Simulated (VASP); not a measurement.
Crystal: BaTiO3.

```xyz
5
Lattice="3.9855 0.0000 0.0000 0.0000 2.8369 2.8451 0.0000 -2.8369 2.8451" Properties=species:S:1:pos:R:3 pbc="T T T"
Ba    0.0000    0.0000    0.0000
Ti    1.9928    0.0000    2.9157
O     0.0000    0.0000    2.7735
O     1.9928   -1.3804    4.2594
O     1.9928    1.3804    4.2594
```

* Program: VASP 6.6.1
* Task: relaxation of cell and atoms
* Functional: BLYP
* Dispersion: D3(BJ)
* Potentials or basis: VASP PAW PBE potentials, release 64 (Ba_sv, Ti_sv, O)
* Cutoff: 600 eV
* k mesh: 6 × 6 × 6
* Occupations: methfessel-paxton, width 0.01 eV
* Spin: no spin polarisation

At the start: pressure 2.0 GPa; volume 12.87 Å³/atom.

**Question.** Where does the relaxation end?

**Answer.** Over 16 steps the energy falls by 6.9 meV/atom and the volume is 13.20 Å³/atom (+2.6 %); space group Amm2 (No. 38, to 0.1 Å) before and after.

Step by step:
| step | energy change (eV) | largest force (eV/Å) | pressure (GPa) | volume (Å³) |
| --- | --- | --- | --- | --- |
| 1 | 0.0000 | 0.2421 | 2.03 | 64.34 |
| 2 | -0.0105 | 0.2436 | -1.68 | 65.86 |
| 3 | -0.0114 | 0.2392 | -0.93 | 65.53 |
| 4 | -0.0222 | 0.1881 | -0.55 | 65.54 |
| 5 | -0.0293 | 0.1108 | 0.30 | 65.56 |
| 6 | -0.0293 | 0.1011 | 0.20 | 65.56 |
| 7 | -0.0326 | 0.0897 | -0.02 | 65.75 |
| 8 | -0.0329 | 0.0887 | -0.10 | 65.84 |
| 9 | -0.0336 | 0.0594 | 0.24 | 65.76 |
| 10 | -0.0337 | 0.0430 | 0.43 | 65.72 |
| 11 | -0.0340 | 0.0374 | 0.29 | 65.81 |
| 12 | -0.0343 | 0.0386 | 0.10 | 65.92 |
| 13 | -0.0341 | 0.0471 | -0.28 | 66.13 |
| 14 | -0.0343 | 0.0395 | -0.03 | 65.98 |
| 15 | -0.0344 | 0.0267 | -0.01 | 65.98 |
| 16 | -0.0345 | 0.0027 | -0.02 | 65.99 |

Final structure:
```
Ba Ti O
1.0
     3.98858    0.00000    0.00000
     0.00000    2.86864    2.88386
     0.00000   -2.86864    2.88386
Ba Ti O
1 1 3
Direct
  0.00000 0.00755 0.00755
  0.50000 0.52222 0.52222
  0.00000 0.49080 0.49080
  0.50000 0.49376 0.98254
  0.50000 0.98254 0.49376
```

Caveat: the PAW data sets were made with another functional, which shifts forces and pressure a little.
